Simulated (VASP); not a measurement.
# Y (Fm-3m) in VASP: notebook

The runs below take Y through single point, with PBE.

Program: VASP 6.6.1. These are calculated values, not measurements. Logs are shortened: lines on timing, memory, paths and dates and some standing lists are left out, and cuts for length are marked.

## (1) The cell of the first run

Symmetry: Fm-3m, No. 225, cubic system. Conventional cell: a = 4.869 Å, b = 4.869 Å, c = 4.869 Å, α = 90.00°, β = 90.00°, γ = 90.00°. Y (site symmetry m-3m) has 12 Y at 3.44 Å within 4.5 Å.

## (2) Single point, PBE (volume scaled by 0.9405)

INCAR

```
SYSTEM = Y
PREC = Accurate
ENCUT = 520
EDIFF = 1E-7
ISMEAR = -1
SIGMA = 0.05
LREAL = .FALSE.
LASPH = .TRUE.
NELM = 100
ALGO = Normal
ISIF = 2
LWAVE = .FALSE.
LCHARG = .TRUE.
GGA = PE
LELF = .TRUE.
LVHAR = .TRUE.
NBANDS = 12
```

KPOINTS

```
regular mesh
0
G
  13 13 13
  0 0 0
```

POSCAR

```
Y
1.0
    0.0000000000      2.4347030121      2.4347030121
    2.4347030121      0.0000000000      2.4347030121
    2.4347030121      2.4347030121      0.0000000000
Y
1
Direct
    0.0000000000      0.0000000000      0.0000000000
```

Potentials or basis: VASP PAW PBE potentials, release 64 (Y_sv).

The run is started by

```sh
cat potpaw_PBE.64/Y_sv/POTCAR > POTCAR
mpirun -np 1 vasp_std > vasp.out
```

OUTCAR:

```text
SYSTEM = Y
   PREC = Accurate
   ENCUT = 520
   EDIFF = 1E-7
   ISMEAR = -1
   LREAL = .FALSE.
   LASPH = .TRUE.
   NELM = 100
   ISIF = 2
   GGA = PE

 ion  position               nearest neighbor table
   1  0.000  0.000  0.000-

  LATTYP: Found a face centered cubic cell.
 ALAT       =     4.8694060242

  Lattice vectors:

 A1 = (   0.0000000000,   2.4347030121,   2.4347030121)
 A2 = (   2.4347030121,   0.0000000000,   2.4347030121)
 A3 = (   2.4347030121,   2.4347030121,   0.0000000000)

Analysis of symmetry for initial positions (statically):
=====================================================================
 Subroutine PRICEL returns:
 Original cell was already a primitive cell.

 Routine SETGRP: Setting up the symmetry group for a
 face centered cubic supercell.

 Subroutine GETGRP returns: Found 48 space group operations
 (whereof 48 operations were pure point group operations)
 out of a pool of 48 trial point group operations.

The static configuration has the point symmetry O_h .

Analysis of symmetry for dynamics (positions and initial velocities):
=====================================================================
 Subroutine PRICEL returns:
 Original cell was already a primitive cell.

 Routine SETGRP: Setting up the symmetry group for a
 face centered cubic supercell.

 Subroutine GETGRP returns: Found 48 space group operations
 (whereof 48 operations were pure point group operations)
 out of a pool of 48 trial point group operations.

The dynamic configuration has the point symmetry O_h .

 Subroutine INISYM returns: Found 48 space group operations
 (whereof 48 operations are pure point group operations),
 and found     1 'primitive' translations

----------------------------------------------------------------------------------------

                                     Primitive cell

  volume of cell :      28.8648

  direct lattice vectors                    reciprocal lattice vectors
     0.000000000  2.434703012  2.434703012    -0.205363857  0.205363857  0.205363857
     2.434703012  0.000000000  2.434703012     0.205363857 -0.205363857  0.205363857
     2.434703012  2.434703012  0.000000000     0.205363857  0.205363857 -0.205363857

  length of vectors
     3.443190020  3.443190020  3.443190020     0.355700633  0.355700633  0.355700633

  position of ions in fractional coordinates (direct lattice)
     0.000000000  0.000000000  0.000000000

  ion indices of the primitive-cell ions
   primitive index   ion index
                 1           1

----------------------------------------------------------------------------------------

 KPOINTS: regular mesh

Automatic generation of k-mesh.
 Grid dimensions read from file:
 generate k-points for:   13   13   13

 Generating k-lattice:

  Cartesian coordinates                     Fractional coordinates (reciprocal lattice)
    -0.015797220  0.015797220  0.015797220     0.076923077  0.000000000  0.000000000
     0.015797220 -0.015797220  0.015797220     0.000000000  0.076923077  0.000000000
     0.015797220  0.015797220 -0.015797220     0.000000000  0.000000000  0.076923077

  Length of vectors
     0.027361587  0.027361587  0.027361587

  Shift w.r.t. Gamma in fractional coordinates (k-lattice)
     0.000000000  0.000000000  0.000000000

 Subroutine IBZKPT returns following result:
 ===========================================

 Found     84 irreducible k-points:

 Following reciprocal coordinates:
            Coordinates               Weight
  0.000000  0.000000  0.000000      1.000000
  0.076923  0.000000  0.000000      8.000000
  0.153846  0.000000  0.000000      8.000000
  0.230769  0.000000  0.000000      8.000000
  0.307692  0.000000  0.000000      8.000000
  0.384615  0.000000  0.000000      8.000000
[... 16 lines left out ...]
  0.384615  0.153846  0.000000     24.000000
  0.461538  0.153846  0.000000     24.000000
 [... further k-points ...]
   k-points           NKPTS =     84   k-points in BZ     NKDIM =     84   number of bands    NBANDS=     12
   number of dos      NEDOS =    301   number of ions     NIONS =      1
   total plane-waves  NPLWV =  21952
   dimension x,y,z NGX =    28 NGY =   28 NGZ =   28
   dimension x,y,z NGXF=    56 NGYF=   56 NGZF=   56
   ions per type =               1
   NGX,Y,Z   is equivalent  to a cutoff of  13.52, 13.52, 13.52 a.u.
   NGXF,Y,Z  is equivalent  to a cutoff of  27.04, 27.04, 27.04 a.u.
 SYSTEM =  Y
   PREC   = accura    normal or accurate (medium, high low for compatibility)
   ISTART =      0    job   : 0-new  1-cont  2-samecut
   ICHARG =      2    charge: 1-file 2-atom 10-const
   ISPIN  =      1    spin polarized calculation?
   LNONCOLLINEAR =      F non collinear calculations
   LSORBIT =      F    spin-orbit coupling
   LASPH  =      T    aspherical Exc in radial PAW
   ENCUT  =  520.0 eV  38.22 Ry    6.18 a.u.   6.40  6.40  6.40*2*pi/ulx,y,z
   NELM   =    100;   NELMIN=  2; NELMDL= -5     # of ELM steps
   EDIFF  = 0.1E-06   stopping-criterion for ELM
   LREAL  =      F    real-space projection
   EDIFFG = 0.1E-05   stopping-criterion for IOM
   NSW    =      0    number of steps for IOM
   IBRION =     -1    ionic relax: 0-MD 1-quasi-New 2-CG
   NFREE  =      0    steps in history (QN), initial steepest desc. (CG)
   ISIF   =      2    stress and relaxation
   ISYM   =      2    0-nonsym 1-usesym 2-fastsym
   POTIM  = 0.5000    time-step for ionic-motion
   TEBEG  =    0.0;   TEEND  =   0.0 temperature during run
   PSTRESS=    0.0 pullay stress
   NELECT =      11.0000    total number of electrons
   NUPDOWN=      -1.0000    fix difference up-down
   EMIN   =  10.00;   EMAX   =-10.00  energy-range for DOS
   EFERMI =   0.00;   METHOD = LEGACY
   ISMEAR =    -1;   SIGMA  =   0.05  broadening in eV -4-tet -1-fermi 0-gaus
   EFERMI_NEDOS =   21; number of points for ismear=-14 and -15
   IALGO  =     38    algorithm
   IMIX   =      4    mixing-type and parameters
     AMIX     =   0.40;   BMIX     =  1.00
     AMIX_MAG =   1.60;   BMIX_MAG =  1.00
  volume/ion in A,a.u.               =      28.86       194.79
  Fermi-wavevector in a.u.,A,eV,Ry     =   1.186906  2.242928 19.167158  1.408746
  Thomas-Fermi vector in A             =   2.323069
   LORBIT       =      0    0 simple, 1 ext, 2 COOP (PROOUT), +10 PAW based schemes
   GGA     = PE    functional components
   LHFCALC =     F    Hartree Fock is set to
   AEXX    =    0.0000 exact exchange contribution
   IVDW    =     0    specifies the selected vdW correction
   LEPSILON=     F    determine dielectric tensor
   LRPA    =     F    only Hartree local field effects (RPA)
 non-spin polarized calculation
  energy-cutoff  :      520.00
  volume of cell :       28.86
 maximum number of plane-waves:       793
 NGX is ok and might be reduce to    28
   NGX = 13   NGY = 13   NGZ = 13

 number of electron      11.0000000 magnetization

 Free energy of the ion-electron system (eV)
  ---------------------------------------------------
  ext. energy  EPLUGINS =         0.00000000
  ---------------------------------------------------
  free energy    TOTEN  =        -6.35985406 eV

  energy without entropy =       -6.34865769  energy(sigma->0) =       -6.35425587

 E-fermi :   3.6955     XC(G=0):  -9.9350

 val. band max:        3.6626153437   @ k =  -0.3846   0.2308   0.0769
 cond. band min:       3.6961303664   @ k =   0.4615   0.2308   0.0769
 fundamental gap:      0.0335150227
 Fermi energy:         3.6954963904

 k-point     1 :       0.0000    0.0000    0.0000
  band No.  band energies     occupation
      1     -38.7004      2.00000
      2     -18.2888      2.00000
      3     -18.2888      2.00000
      4     -18.2888      2.00000
      5      -1.2154      2.00000
      6       5.6157      0.00000
      7       5.6157      0.00000
      8       5.6157      0.00000
      9       7.9351      0.00000
     10       7.9351      0.00000
     11      13.0157      0.00000
     12      16.6692      0.00000

 k-point     2 :       0.0769    0.0000    0.0000
  band No.  band energies     occupation
      1     -38.6942      2.00000
      2     -18.3404      2.00000
      3     -18.2951      2.00000
      4     -18.2951      2.00000
      5      -1.0462      2.00000
      6       5.4246      0.00000
      7       5.6949      0.00000
      8       5.6949      0.00000
      9       7.8398      0.00000
     10       7.8398      0.00000
     11      13.4061      0.00000
     12      15.9561      0.00000

 k-point     3 :       0.1538    0.0000    0.0000
  band No.  band energies     occupation
      1     -38.6771      2.00000
      2     -18.4807      2.00000
      3     -18.3123      2.00000
      4     -18.3123      2.00000
      5      -0.5692      2.00000
      6       4.9869      0.00000
      7       5.8658      0.00000
      8       5.8658      0.00000
      9       7.6845      0.00000
     10       7.6845      0.00000
     11      14.1417      0.00000
     12      15.1088      0.00000
[... 286 lines left out ...]
 k-point    23 :       0.3846    0.1538    0.0000
  band No.  band energies     occupation
      1     -38.6055      2.00000
      2     -18.9128      2.00000
      3     -18.4498      2.00000
      4     -18.4330      2.00000
      5       1.5134      2.00000
      6       3.8752      0.05348
      7       5.0533      0.00000
      8       6.2588      0.00000
      9       8.3417      0.00000
     10       9.3260      0.00000
     11      13.5758      0.00000
     12      15.4904      0.00000

 k-point    24 :       0.4615    0.1538    0.0000
  band No.  band energies     occupation
      1     -38.5886      2.00000
      2     -19.0214      2.00000
      3     -18.4902      2.00000
      4     -18.4395      2.00000
      5       1.9630      2.00000
      6       3.9114      0.02629
      7       4.9551      0.00000
      8       6.0637      0.00000
      9       9.3128      0.00000
     10       9.6986      0.00000
     11      12.6512      0.00000
     12      14.5459      0.00000

 [... further k-points ...]

------------------------ aborting loop because EDIFF is reached ----------------------------------------

  FORCE on cell =-STRESS in cart. coord.  units (eV):
  Direction    XX          YY          ZZ          XY          YZ          ZX
  --------------------------------------------------------------------------------------
  -------------------------------------------------------------------------------------
  Total        0.9705251      0.9705251      0.9705251      0.0000000     -0.0000000      0.0000000
  in kB       53.8703004     53.8703004     53.8703004      0.0000000     -0.0000000      0.0000000
  external PRESSURE =      53.8703004 kB  Pullay stress =       0.0000000 kB

 VOLUME and BASIS-vectors are now :
 -----------------------------------------------------------------------------
  energy-cutoff  :      520.00
  volume of cell :       28.86
      direct lattice vectors                 reciprocal lattice vectors
     0.000000000  2.434703012  2.434703012    -0.205363857  0.205363857  0.205363857
     2.434703012  0.000000000  2.434703012     0.205363857 -0.205363857  0.205363857
     2.434703012  2.434703012  0.000000000     0.205363857  0.205363857 -0.205363857

 POSITION                                       TOTAL-FORCE (eV/Angst)
 -----------------------------------------------------------------------------------
      0.00000      0.00000      0.00000         0.000000     -0.000000      0.000000
 -----------------------------------------------------------------------------------
    total drift:                               -0.000000     -0.000000     -0.000000

  FREE ENERGIE OF THE ION-ELECTRON SYSTEM (eV)
  ---------------------------------------------------
  free  energy   TOTEN  =        -6.3598540605 eV

  energy  without entropy=       -6.3486576860  energy(sigma->0) =       -6.35425587
```

It took 93 s on 1 thread of AMD EPYC 7R13, shared host; peak memory 0.16 GiB.

Results:

* Free energy: -6.3599 eV
* Pressure: 5.4 GPa

Levels at points of the mesh, in eV from the Fermi level:
```
           k point  band 2  band 3  band 4  band 5  band 6  band 7  band 8  band 9
(0.00, 0.00, 0.00)  -21.98  -21.98  -21.98   -4.91    1.92    1.92    1.92    4.24
```

## (3) Single point, PBE (volume scaled by 1.03)

INCAR

```
  PREC = Accurate
  ENCUT = 520
  EDIFF = 1E-6
  ISMEAR = -1
  SIGMA = 0.05
  LREAL = F
  LASPH = T
  NELM = 100
  ALGO = Normal
  ISIF = 2
  LWAVE = F
  LCHARG = F
  GGA = PE
  NBANDS = 12
```

KPOINTS

```
regular mesh
0
Gamma
  13 13 13
```

POSCAR

```
Y
1.0
    0.0000000000      2.5096055606      2.5096055606
    2.5096055606      0.0000000000      2.5096055606
    2.5096055606      2.5096055606      0.0000000000
Y
1
Direct
    0.0000000000      0.0000000000      0.0000000000
```

Potentials or basis: VASP PAW PBE potentials, release 64 (Y_sv).

The run is started by

```sh
cat potpaw_PBE.64/Y_sv/POTCAR > POTCAR
mpirun -np 1 vasp_std > vasp.out
```

It took 86 s on 1 thread of AMD EPYC 7R13, shared host; peak memory 0.16 GiB.

Results (log left out):

* Free energy: -6.4121 eV
* Pressure: 0.9 GPa

Levels at points of the mesh, in eV from the Fermi level:
| k point | band 3 | band 4 | band 5 | band 6 | band 7 | band 8 |
| --- | --- | --- | --- | --- | --- | --- |
| (0.00, 0.00, 0.00) | -22.29 | -22.29 | -4.80 | 1.82 | 1.82 | 1.82 |

## (4) Single point, PBE (volume scaled by 1.06)

INCAR

```
SYSTEM = Y
ALGO = Normal
EDIFF = 1E-7
ENCUT = 520
GGA = PE
ISIF = 2
ISMEAR = -1
LASPH = .TRUE.
LCHARG = .FALSE.
LREAL = .FALSE.
LWAVE = .FALSE.
NBANDS = 12
NELM = 100
PREC = Accurate
SIGMA = 0.05
```

KPOINTS

```
k-points
0
G
  13 13 13
  0 0 0
```

POSCAR

```
Y
1.0
    0.0000000000      2.5337378637      2.5337378637
    2.5337378637      0.0000000000      2.5337378637
    2.5337378637      2.5337378637      0.0000000000
Y
1
Direct
    0.0000000000      0.0000000000      0.0000000000
```

The run is started by

```sh
cat potpaw_PBE.64/Y_sv/POTCAR > POTCAR
mpirun -np 1 vasp_std > vasp.out
```

Wall time 1.7 min (1 thread of AMD EPYC 7R13, shared host); peak memory 0.16 GiB.

The run converged. Its results:

```yaml
Free_energy: -6.4142 eV
Pressure: -0.2 GPa
```

Levels at points of the mesh, in eV from the Fermi level:
| k point | band 3 | band 4 | band 5 | band 6 | band 7 | band 8 |
| --- | --- | --- | --- | --- | --- | --- |
| (0.00, 0.00, 0.00) | -22.38 | -22.38 | -4.76 | 1.79 | 1.79 | 1.79 |

## (5) The runs side by side

| cell | gap on the mesh (eV) | pressure (GPa) |
| --- | --- | --- |
| a = 3.443 Å, angles 60.0°, 1 atom | none | 5.4 |
| a = 3.549 Å, angles 60.0°, 1 atom | none | 0.9 |
| a = 3.583 Å, angles 60.0°, 1 atom | none | -0.2 |

Alike in all rows: task single point; level PBE; potentials or basis VASP PAW PBE potentials, release 64 (Y_sv); no spin polarisation; k mesh 13 × 13 × 13; cutoff (eV) 520; smearing fermi-dirac 0.05 eV.

Absolute energies hang on the potentials; compare differences alone.
